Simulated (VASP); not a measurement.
Runs of VASP 6.6.1 on Ga4O. The structure is that of space group Pm-3m (No. 221), or close to it. The cells are those of the table. 

```tsv
task	cell	k mesh	cutoff (eV)	gap on the mesh (eV)	pressure (GPa)	relaxed volume (Å³/atom)
single point	a = 4.462 Å, 5 atoms	4 × 4 × 4	520	none	(a)	-
relaxation of cell and atoms	relaxed from a = 4.472 Å, 5 atoms	8 × 8 × 8	600	none	-0.1	17.82
relaxation of cell and atoms	relaxed from a = 4.462 Å, 5 atoms	4 × 4 × 4	600	none	0.1	17.94
single point	a = 4.472 Å, 5 atoms	4 × 4 × 4	520	none	(b)	-
single point	a = 4.462 Å, 5 atoms	8 × 8 × 8	520	none	0.2	-
```

Alike in all rows: level PBE; potentials or basis VASP PAW PBE potentials, release 64 (Ga_d, O); no spin polarisation; smearing gaussian 0.1 eV.

Question: Estimate the missing entries.

Answer: (a) 0.7; (b) 0.3.

A k mesh can miss the band edges, and the runs leave out spin-orbit coupling on Ga.

A gap of «none» marks levels without a gap at the run's occupations.
